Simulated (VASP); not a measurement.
**Mo: single point with r2SCAN**

Mo:

```
CELL_PARAMETERS angstrom
2.97487 0.00000 0.00000
-1.48743 2.16173 0.00000
0.00000 0.00000 2.55518
ATOMIC_POSITIONS crystal
Mo 0.00000 0.00000 0.50000
```

This cell differs from its parent crystal: strain +0.0875 x Voigt [1, -1, 0, 0, 0, 0].

```yaml
Program: VASP 6.6.1
Task: single point
Functional: r2SCAN
Potentials_or_basis: VASP PAW PBE potentials, release 64 (Mo_sv)
Cutoff: 520 eV
k_mesh: 18 × 18 × 18
Occupations: gaussian, width 0.15 eV
Spin: no spin polarisation
Dipole_correction: no
Further_INCAR_settings: ALGO = Normal; EDIFF = 1e-06; NBANDS = 13
```

The pressure is 5.3 GPa and the band gap on the k mesh is zero (band 7 reaches 12.97 eV, above the bottom of band 8 at 11.02 eV).

Stress tensor (GPa, compression positive):
```
 5.28  0.00  0.00
 0.00 10.02  0.00
 0.00  0.00  0.51
```

Levels at points of the mesh, in eV from the Fermi level:
```csv
k point,band 4,band 5,band 6,band 7,band 8,band 9,band 10,band 11
"(0.00, 0.00, 0.00)",-35.52,-7.35,-4.93,-3.10,1.08,4.02,4.49,13.69
"(0.50, 0.00, 0.00)",-35.44,-5.20,-3.75,0.29,0.84,3.47,4.03,10.28
"(0.00, 0.50, 0.00)",-35.34,-5.75,-3.07,0.83,2.30,2.72,5.19,11.34
"(0.00, 0.00, 0.50)",-35.36,-4.16,-2.18,-0.28,0.47,1.20,1.77,10.29
"(0.50, 0.00, 0.50)",-35.57,-5.92,-3.74,0.34,3.74,6.30,6.32,6.76
"(0.00, 0.50, 0.50)",-36.28,-5.61,-4.01,-1.88,5.50,6.40,7.14,9.33
```

It took 4.9 min on 1 thread of Intel Xeon 6975P-C, with other jobs on the host, peak memory 0.29 GiB.

Caveat: the cell differs from its parent crystal (strain +0.0875 x Voigt [1, -1, 0, 0, 0, 0]); the PAW data sets were made with another functional, which shifts forces and pressure a little.
